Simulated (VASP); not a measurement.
Runs of VASP 6.6.1 on GaSb. The structure is that of space group F-43m (No. 216), or close to it. The cells are those of the table. 

| level | potentials or basis | cell | k mesh | cutoff (eV) | second run | gap on the mesh (eV) | pressure (GPa) |
| --- | --- | --- | --- | --- | --- | --- | --- |
| r2SCAN | VASP PAW PBE potentials, release 64 (Ga_d, Sb) | a = 4.336 Å, angles 60.0°, 2 atoms | 8 × 8 × 8 | 520 | - | 0.40 | 0.1 |
| r2SCAN | VASP PAW PBE potentials, release 64 (Ga_d, Sb_d_GW) | a = 4.379 Å, angles 60.0°, 2 atoms | 6 × 6 × 6 | 550 | valence_matched | 0.17 | (c) |
| PBE | VASP PAW PBE potentials, release 64 (Ga_d, Sb) | a = 4.398 Å, angles 60.0°, 2 atoms | 6 × 6 × 6 | 520 | - | none | 0.0 |
| r2SCAN | VASP PAW PBE potentials, release 64 (Ga_d, Sb) | a = 4.292 Å, angles 60.0°, 2 atoms | 6 × 6 × 6 | 520 | - | 0.63 | 1.9 |
| PBE | VASP PAW PBE potentials, release 64 (Ga_d, Sb) | a = 4.442 Å, angles 60.0°, 2 atoms | 6 × 6 × 6 | 520 | - | none | (b) |
| r2SCAN | VASP PAW PBE potentials, release 64 (Ga_d, Sb) | a = 4.336 Å, angles 60.0°, 2 atoms | 6 × 6 × 6 | 520 | - | 0.40 | 0.1 |
| r2SCAN | VASP PAW PBE potentials, release 64 (Ga_d, Sb_d_GW) | a = 4.292 Å, angles 60.0°, 2 atoms | 6 × 6 × 6 | 550 | valence_matched | 0.63 | (a) |
| r2SCAN | VASP PAW PBE potentials, release 64 (Ga_d, Sb) | a = 4.421 Å, angles 60.0°, 2 atoms | 6 × 6 × 6 | 520 | - | none | -2.5 |
| r2SCAN | VASP PAW PBE potentials, release 64 (Ga_d, Sb) | a = 4.379 Å, angles 60.0°, 2 atoms | 6 × 6 × 6 | 520 | - | 0.18 | -1.4 |
| r2SCAN | VASP PAW PBE potentials, release 64 (Ga_d, Sb) | a = 4.247 Å, angles 60.0°, 2 atoms | 6 × 6 × 6 | 520 | - | 0.81 | 4.0 |
| PBE | VASP PAW PBE potentials, release 64 (Ga_d, Sb) | a = 4.354 Å, angles 60.0°, 2 atoms | 6 × 6 × 6 | 520 | - | none | 1.5 |
| PBE | VASP PAW PBE potentials, release 64 (Ga_d, Sb) | a = 4.484 Å, angles 60.0°, 2 atoms | 6 × 6 × 6 | 520 | - | none | -2.2 |

Alike in all rows: task single point; no spin polarisation; smearing fermi-dirac 0.02 eV.

Fill in the values left out.

(a) 1.8; (b) -1.2; (c) -1.5.

Caveats: spin-orbit coupling is left out, which moves the levels of the heavy elements; the PAW data sets were made with another functional, which shifts forces and pressure a little (some runs).

A k mesh can miss the band edges, and the runs leave out spin-orbit coupling on Ga, Sb.

A gap of «none» marks levels without a gap at the run's occupations.

The runs don't all hold the same shells in valence.
